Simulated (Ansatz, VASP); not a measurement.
# SbP in VASP and in Ansatz

The input INCAR:

```
ALGO = Normal
EDIFF = 1E-6
ENCUT = 520
GGA = PE
ISIF = 2
ISMEAR = -1
LASPH = T
LCHARG = F
LREAL = F
LWAVE = F
NBANDS = 12
NELM = 100
PREC = Accurate
SIGMA = 0.05
```

Contents of KPOINTS:

```
k-points
0
Gamma
  11 11 11
```

Contents of POSCAR:

```
SbP
1.0
    0.0000000000      2.8363931505      2.8363931505
    2.8363931505      0.0000000000      2.8363931505
    2.8363931505      2.8363931505      0.0000000000
Sb P
1 1
Direct
    0.0000000000      0.0000000000      0.0000000000
    0.5000000000      0.5000000000      0.5000000000
```

Input for Ansatz:

```yaml
crystal:
  lattice:
    - [0.0, 2.8363931505, 2.8363931505]
    - [2.8363931505, 0.0, 2.8363931505]
    - [2.8363931505, 2.8363931505, 0.0]
  atoms:
    - { symbol: Sb, position: [0.0, 0.0, 0.0] }
    - { symbol: P, position: [0.5, 0.5, 0.5] }
kpoints:
  mp_grid: { grid: [11, 11, 11] }
scf:
  occupations: { method: fermi_dirac, width: 0.05 }
hamiltonian:
  xc: pbe
  pseudopotentials: { kind: all_electron, lapw: { basis_error: 0.0005 } }
output:
  forces: true
  stress: true
  eigenvalues: true
```

Change from the starting cell: volume scaled by 1.02.

Alike in both runs: task single point; functional PBE; k mesh 11 × 11 × 11; occupations fermi-dirac, width 0.05 eV; no spin polarisation.

```csv
,VASP,Ansatz
version,VASP 6.6.1,Ansatz 0.2.0
potentials or method,"VASP PAW PBE potentials, release 64 (Sb, P), cutoff 520 eV","all-electron LAPW, scalar-relativistic"
```

|  | VASP | Ansatz | Ansatz less VASP |
| --- | --- | --- | --- |
| pressure (GPa) | -1.6 | -1.5 | +0.12 |

Ansatz ran all-electron here, and VASP with PAW potentials.

Neither program's run includes spin-orbit coupling.
